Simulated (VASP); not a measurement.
# SnTe (Fm-3m) in VASP: notebook

Runs on SnTe. Level: PBE. Tasks: single point.

Everything below comes from runs of VASP 6.6.1. Logs are shortened: lines on timing, memory, paths and dates and some standing lists are left out, and cuts for length are marked.

## Step 1: The cell of the first run

The structure is cubic, space group Fm-3m (No. 225). The conventional cell has a = 6.228 Å, b = 6.228 Å, c = 6.228 Å, α = 90.00°, β = 90.00°, γ = 90.00°. Sn (site symmetry m-3m) has 6 Te at 3.11 Å within 4.1 Å. Within 4.1 Å of Te (site symmetry m-3m) lie 6 Sn at 3.11 Å.

## Step 2: Single point, PBE (30.19 Å³/atom)

INCAR reads:

```
SYSTEM = SnTe
ALGO = Normal ; EDIFF = 1E-6
ENCUT = 520 ; GGA = PE
ISIF = 2 ; ISMEAR = -1
LASPH = .TRUE. ; LCHARG = .FALSE.
LREAL = .FALSE. ; LWAVE = .FALSE.
NBANDS = 17 ; NELM = 100
PREC = Accurate ; SIGMA = 0.08
```

KPOINTS reads:

```
k-points
0
G
  11 11 11
  0 0 0
```

POSCAR reads:

```
SnTe
1.0
    0.0000000000      3.1138393650      3.1138393650
    3.1138393650      0.0000000000      3.1138393650
    3.1138393650      3.1138393650      0.0000000000
Sn Te
1 1
Direct
    0.0000000000      0.0000000000      0.0000000000
    0.5000000000      0.5000000000      0.5000000000
```

Potentials or basis: VASP PAW PBE potentials, release 64 (Sn_d, Te).

Command:

```
> cat potpaw_PBE.64/Sn_d/POTCAR potpaw_PBE.64/Te/POTCAR > POTCAR
> mpirun -np 1 vasp_std > vasp.out
```

OUTCAR:

```text
SYSTEM = SnTe
   EDIFF = 1E-6
   ENCUT = 520
   GGA = PE
   ISIF = 2
   ISMEAR = -1
   LASPH = .TRUE.
   LREAL = .FALSE.
   NELM = 100
   PREC = Accurate

 ion  position               nearest neighbor table
   1  0.000  0.000  0.000-   2 3.11   2 3.11   2 3.11   2 3.11   2 3.11   2 3.11
   2  0.500  0.500  0.500-   1 3.11   1 3.11   1 3.11   1 3.11   1 3.11   1 3.11

  LATTYP: Found a face centered cubic cell.
 ALAT       =     6.2276787300

  Lattice vectors:

 A1 = (   0.0000000000,   3.1138393650,   3.1138393650)
 A2 = (   3.1138393650,   0.0000000000,   3.1138393650)
 A3 = (   3.1138393650,   3.1138393650,   0.0000000000)

Analysis of symmetry for initial positions (statically):
=====================================================================
 Subroutine PRICEL returns:
 Original cell was already a primitive cell.

 Routine SETGRP: Setting up the symmetry group for a
 face centered cubic supercell.

 Subroutine GETGRP returns: Found 48 space group operations
 (whereof 48 operations were pure point group operations)
 out of a pool of 48 trial point group operations.

The static configuration has the point symmetry O_h .

Analysis of symmetry for dynamics (positions and initial velocities):
=====================================================================
 Subroutine PRICEL returns:
 Original cell was already a primitive cell.

 Routine SETGRP: Setting up the symmetry group for a
 face centered cubic supercell.

 Subroutine GETGRP returns: Found 48 space group operations
 (whereof 48 operations were pure point group operations)
 out of a pool of 48 trial point group operations.

The dynamic configuration has the point symmetry O_h .

 Subroutine INISYM returns: Found 48 space group operations
 (whereof 48 operations are pure point group operations),
 and found     1 'primitive' translations

----------------------------------------------------------------------------------------

                                     Primitive cell

  volume of cell :      60.3835

  direct lattice vectors                    reciprocal lattice vectors
     0.000000000  3.113839365  3.113839365    -0.160573473  0.160573473  0.160573473
     3.113839365  0.000000000  3.113839365     0.160573473 -0.160573473  0.160573473
     3.113839365  3.113839365  0.000000000     0.160573473  0.160573473 -0.160573473

  length of vectors
     4.403633861  4.403633861  4.403633861     0.278121413  0.278121413  0.278121413

  position of ions in fractional coordinates (direct lattice)
     0.000000000  0.000000000  0.000000000
     0.500000000  0.500000000  0.500000000

  ion indices of the primitive-cell ions
   primitive index   ion index
                 1           1
                 2           2

----------------------------------------------------------------------------------------

 KPOINTS: k-points

Automatic generation of k-mesh.
 Grid dimensions read from file:
 generate k-points for:   11   11   11

 Generating k-lattice:

  Cartesian coordinates                     Fractional coordinates (reciprocal lattice)
    -0.014597588  0.014597588  0.014597588     0.090909091  0.000000000  0.000000000
     0.014597588 -0.014597588  0.014597588     0.000000000  0.090909091  0.000000000
     0.014597588  0.014597588 -0.014597588     0.000000000  0.000000000  0.090909091

  Length of vectors
     0.025283765  0.025283765  0.025283765

  Shift w.r.t. Gamma in fractional coordinates (k-lattice)
     0.000000000  0.000000000  0.000000000

 Subroutine IBZKPT returns following result:
 ===========================================

 Found     56 irreducible k-points:

 Following reciprocal coordinates:
            Coordinates               Weight
  0.000000  0.000000  0.000000      1.000000
  0.090909  0.000000  0.000000      8.000000
  0.181818  0.000000  0.000000      8.000000
  0.272727  0.000000  0.000000      8.000000
  0.363636  0.000000  0.000000      8.000000
  0.454545  0.000000  0.000000      8.000000
[... 16 lines left out ...]
 -0.272727  0.181818  0.000000     24.000000
 -0.181818  0.181818  0.000000     12.000000
 [... further k-points ...]
   k-points           NKPTS =     56   k-points in BZ     NKDIM =     56   number of bands    NBANDS=     17
   number of dos      NEDOS =    301   number of ions     NIONS =      2
   total plane-waves  NPLWV =  46656
   dimension x,y,z NGX =    36 NGY =   36 NGZ =   36
   dimension x,y,z NGXF=    72 NGYF=   72 NGZF=   72
   ions per type =               1   1
   NGX,Y,Z   is equivalent  to a cutoff of  13.59, 13.59, 13.59 a.u.
   NGXF,Y,Z  is equivalent  to a cutoff of  27.18, 27.18, 27.18 a.u.
 SYSTEM =  SnTe
   PREC   = accura    normal or accurate (medium, high low for compatibility)
   ISTART =      0    job   : 0-new  1-cont  2-samecut
   ICHARG =      2    charge: 1-file 2-atom 10-const
   ISPIN  =      1    spin polarized calculation?
   LNONCOLLINEAR =      F non collinear calculations
   LSORBIT =      F    spin-orbit coupling
   LASPH  =      T    aspherical Exc in radial PAW
   ENCUT  =  520.0 eV  38.22 Ry    6.18 a.u.   8.19  8.19  8.19*2*pi/ulx,y,z
   NELM   =    100;   NELMIN=  2; NELMDL= -5     # of ELM steps
   EDIFF  = 0.1E-05   stopping-criterion for ELM
   LREAL  =      F    real-space projection
   EDIFFG = 0.1E-04   stopping-criterion for IOM
   NSW    =      0    number of steps for IOM
   IBRION =     -1    ionic relax: 0-MD 1-quasi-New 2-CG
   NFREE  =      0    steps in history (QN), initial steepest desc. (CG)
   ISIF   =      2    stress and relaxation
   ISYM   =      2    0-nonsym 1-usesym 2-fastsym
   POTIM  = 0.5000    time-step for ionic-motion
   TEBEG  =    0.0;   TEEND  =   0.0 temperature during run
   PSTRESS=    0.0 pullay stress
   NELECT =      20.0000    total number of electrons
   NUPDOWN=      -1.0000    fix difference up-down
   EMIN   =  10.00;   EMAX   =-10.00  energy-range for DOS
   EFERMI =   0.00;   METHOD = LEGACY
   ISMEAR =    -1;   SIGMA  =   0.08  broadening in eV -4-tet -1-fermi 0-gaus
   EFERMI_NEDOS =   21; number of points for ismear=-14 and -15
   IALGO  =     38    algorithm
   IMIX   =      4    mixing-type and parameters
     AMIX     =   0.40;   BMIX     =  1.00
     AMIX_MAG =   1.60;   BMIX_MAG =  1.00
  volume/ion in A,a.u.               =      30.19       203.74
  Fermi-wavevector in a.u.,A,eV,Ry     =   1.132692  2.140478 17.456165  1.282992
  Thomas-Fermi vector in A             =   2.269394
   LORBIT       =      0    0 simple, 1 ext, 2 COOP (PROOUT), +10 PAW based schemes
   GGA     = PE    functional components
   LHFCALC =     F    Hartree Fock is set to
   AEXX    =    0.0000 exact exchange contribution
   IVDW    =     0    specifies the selected vdW correction
   LEPSILON=     F    determine dielectric tensor
   LRPA    =     F    only Hartree local field effects (RPA)
 non-spin polarized calculation
  energy-cutoff  :      520.00
  volume of cell :       60.38
 maximum number of plane-waves:      1641
 NGX is ok and might be reduce to    36
   NGX = 17   NGY = 17   NGZ = 17

 number of electron      19.9999997 magnetization

 Free energy of the ion-electron system (eV)
  ---------------------------------------------------
  ext. energy  EPLUGINS =         0.00000000
  ---------------------------------------------------
  free energy    TOTEN  =        -7.49963007 eV

  energy without entropy =       -7.49748384  energy(sigma->0) =       -7.49855696

 E-fermi :   7.4460     XC(G=0):  -9.6540

 val. band max:        7.2872920403   @ k =   0.4545   0.0000   0.0000
 cond. band min:       7.7360960170   @ k =  -0.3636   0.0909   0.0000
 fundamental gap:      0.4488039767
 Fermi energy:         7.4460183314

 k-point     1 :       0.0000    0.0000    0.0000
  band No.  band energies     occupation
      1     -14.5083      2.00000
      2     -14.5083      2.00000
      3     -14.5004      2.00000
      4     -14.5004      2.00000
      5     -14.5004      2.00000
      6      -5.6633      2.00000
[... 9 lines left out ...]
     16      12.0946      0.00000
     17      14.1349      0.00000

 k-point     2 :       0.0909    0.0000    0.0000
  band No.  band energies     occupation
      1     -14.5087      2.00000
      2     -14.5087      2.00000
      3     -14.5003      2.00000
      4     -14.4999      2.00000
      5     -14.4999      2.00000
      6      -5.5894      2.00000
[... 9 lines left out ...]
     16      12.2754      0.00000
     17      14.7734      0.00000

 k-point     3 :       0.1818    0.0000    0.0000
  band No.  band energies     occupation
      1     -14.5099      2.00000
      2     -14.5099      2.00000
      3     -14.4999      2.00000
      4     -14.4983      2.00000
      5     -14.4983      2.00000
      6      -5.3738      2.00000
[... 9 lines left out ...]
     16      12.7746      0.00000
     17      16.1540      0.00000

 k-point     4 :       0.2727    0.0000    0.0000
  band No.  band energies     occupation
      1     -14.5117      2.00000
      2     -14.5117      2.00000
      3     -14.4994      2.00000
      4     -14.4960      2.00000
      5     -14.4960      2.00000
      6      -5.0393      2.00000
[... 9 lines left out ...]
     16      13.5619      0.00000
     17      17.7599      0.00000
[... 343 lines left out ...]
      1     -14.5161      2.00000
      2     -14.5129      2.00000
      3     -14.4971      2.00000
      4     -14.4938      2.00000
      5     -14.4926      2.00000
      6      -4.2500      2.00000
[... 9 lines left out ...]
     16      14.8197      0.00000
     17      17.7819      0.00000

 k-point    23 :      -0.2727    0.1818    0.0000
  band No.  band energies     occupation
      1     -14.5136      2.00000
      2     -14.5132      2.00000
      3     -14.4979      2.00000
      4     -14.4946      2.00000
      5     -14.4940      2.00000
      6      -4.5735      2.00000
[... 9 lines left out ...]
     16      16.1027      0.00000
     17      16.7368      0.00000

 k-point    24 :      -0.1818    0.1818    0.0000
  band No.  band energies     occupation
      1     -14.5127      2.00000
      2     -14.5113      2.00000
      3     -14.4990      2.00000
      4     -14.4965      2.00000
      5     -14.4948      2.00000
      6      -4.9301      2.00000
[... 9 lines left out ...]
     16      15.3322      0.00000
     17      15.4862      0.00000

 [... further k-points ...]

------------------------ aborting loop because EDIFF is reached ----------------------------------------

  FORCE on cell =-STRESS in cart. coord.  units (eV):
  Direction    XX          YY          ZZ          XY          YZ          ZX
  --------------------------------------------------------------------------------------
  -------------------------------------------------------------------------------------
  Total        1.5797503      1.5797503      1.5797503      0.0000000      0.0000000     -0.0000000
  in kB       41.9160567     41.9160567     41.9160567      0.0000000      0.0000000     -0.0000000
  external PRESSURE =      41.9160567 kB  Pullay stress =       0.0000000 kB

 VOLUME and BASIS-vectors are now :
 -----------------------------------------------------------------------------
  energy-cutoff  :      520.00
  volume of cell :       60.38
      direct lattice vectors                 reciprocal lattice vectors
     0.000000000  3.113839365  3.113839365    -0.160573473  0.160573473  0.160573473
     3.113839365  0.000000000  3.113839365     0.160573473 -0.160573473  0.160573473
     3.113839365  3.113839365  0.000000000     0.160573473  0.160573473 -0.160573473

 POSITION                                       TOTAL-FORCE (eV/Angst)
 -----------------------------------------------------------------------------------
      0.00000      0.00000      0.00000         0.000000     -0.000000      0.000000
      3.11384      3.11384      3.11384        -0.000000      0.000000     -0.000000
 -----------------------------------------------------------------------------------
    total drift:                               -0.000000      0.000000      0.000000

  FREE ENERGIE OF THE ION-ELECTRON SYSTEM (eV)
  ---------------------------------------------------
  free  energy   TOTEN  =        -7.4996300693 eV

  energy  without entropy=       -7.4974838426  energy(sigma->0) =       -7.49855696
```

It took 64 s on 1 thread of Intel Xeon 8259CL, shared host; peak memory 0.23 GiB.

Results:

| Item | Value |
| --- | --- |
| Free energy | -7.4996 eV |
| Pressure | 4.2 GPa |

Levels at points of the mesh, in eV from the Fermi level:
```
           k point  band 6  band 7  band 8  band 9  band 10  band 11  band 12  band 13  band 14  band 15
(0.00, 0.00, 0.00)  -13.11   -4.57   -2.28   -2.28    -2.28     3.39     3.39     3.39     4.65     4.65
```

Caveat: this odd mesh misses L, so gap, dielectric constants and Born charges aren't listed; the cell stands under pressure; spin-orbit coupling is left out, which moves the levels of the heavy elements.

## Step 3: Single point, PBE (30.82 Å³/atom)

This run uses another cell than the first one, of 30.82 Å³/atom.

INCAR reads:

```
SYSTEM = SnTe
PREC = Accurate
ENCUT = 520
EDIFF = 1E-6
ISMEAR = -1
SIGMA = 0.08
LREAL = .FALSE.
LASPH = .TRUE.
NELM = 60
ALGO = Normal
ISIF = 2
LWAVE = .FALSE.
LCHARG = .TRUE.
GGA = PE
LELF = .TRUE.
LVHAR = .TRUE.
NBANDS = 17
```

KPOINTS reads:

```
regular mesh
0
G
  11 11 11
  0 0 0
```

POSCAR reads:

```
SnTe
1.0
    0.0000000000      3.1353147979      3.1353147979
    3.1353147979      0.0000000000      3.1353147979
    3.1353147979      3.1353147979      0.0000000000
Sn Te
1 1
Direct
    0.0000000000      0.0000000000      0.0000000000
    0.5000000000      0.5000000000      0.5000000000
```

Potentials or basis: VASP PAW PBE potentials, release 64 (Sn_d, Te).

Command:

```
> cat potpaw_PBE.64/Sn_d/POTCAR potpaw_PBE.64/Te/POTCAR > POTCAR
> mpirun -np 1 vasp_std > vasp.out
```

It took 63 s on 1 thread of Intel Xeon 8259CL, shared host; peak memory 0.24 GiB.

It converged, with:

- Free energy: -7.5282 eV
- Pressure: 3.0 GPa

Levels at points of the mesh, in eV from the Fermi level:
```csv
k point,band 6,band 7,band 8,band 9,band 10,band 11,band 12,band 13,band 14,band 15
"(0.00, 0.00, 0.00)",-12.95,-4.65,-2.22,-2.22,-2.22,3.35,3.35,3.35,4.69,4.69
```

Caveat: this odd mesh misses L, so gap, dielectric constants and Born charges aren't listed; spin-orbit coupling is left out, which moves the levels of the heavy elements.

## Step 4: Single point, PBE (31.14 Å³/atom)

This run uses another cell than the first one, of 31.14 Å³/atom.

INCAR reads:

```
ALGO = Normal
EDIFF = 1E-6
ENCUT = 520
GGA = PE
ISIF = 2
ISMEAR = -1
LASPH = True
LCHARG = False
LREAL = False
LWAVE = False
NBANDS = 17
NELM = 60
PREC = Accurate
SIGMA = 0.08
```

KPOINTS reads:

```
k-points
0
Gamma
  11 11 11
```

POSCAR reads:

```
SnTe
1.0
    0.0000000000      3.1459430650      3.1459430650
    3.1459430650      0.0000000000      3.1459430650
    3.1459430650      3.1459430650      0.0000000000
Sn Te
1 1
Direct
    0.0000000000      0.0000000000      0.0000000000
    0.5000000000      0.5000000000      0.5000000000
```

Command:

```
> cat potpaw_PBE.64/Sn_d/POTCAR potpaw_PBE.64/Te/POTCAR > POTCAR
> mpirun -np 1 vasp_std > vasp.out
```

Wall time 63 s (1 thread of Intel Xeon 8259CL, shared host); peak memory 0.24 GiB.

It converged, with:

* Free energy: -7.5393 eV
* Pressure: 2.5 GPa

Levels at points of the mesh, in eV from the Fermi level:
```
           k point  band 8  band 9  band 10  band 11  band 12  band 13
(0.00, 0.00, 0.00)   -2.18   -2.18    -2.18     3.34     3.34     3.34
```

Caveat: this odd mesh misses L, so gap, dielectric constants and Born charges aren't listed; spin-orbit coupling is left out, which moves the levels of the heavy elements.

## Step 5: Summary

```tsv
cell	pressure (GPa)
a = 4.404 Å, angles 60.0°, 2 atoms	4.2
a = 4.434 Å, angles 60.0°, 2 atoms	3.0
a = 4.449 Å, angles 60.0°, 2 atoms	2.5
```

Alike in all rows: task single point; level PBE; potentials or basis VASP PAW PBE potentials, release 64 (Sn_d, Te); no spin polarisation; k mesh 11 × 11 × 11; cutoff (eV) 520; smearing fermi-dirac 0.08 eV.

Caveats: spin-orbit coupling is left out, which moves the levels of the heavy elements; the cell stands under pressure (at least some runs).

Total energies depend on the potentials used, so only differences within one code and one set of settings carry meaning.
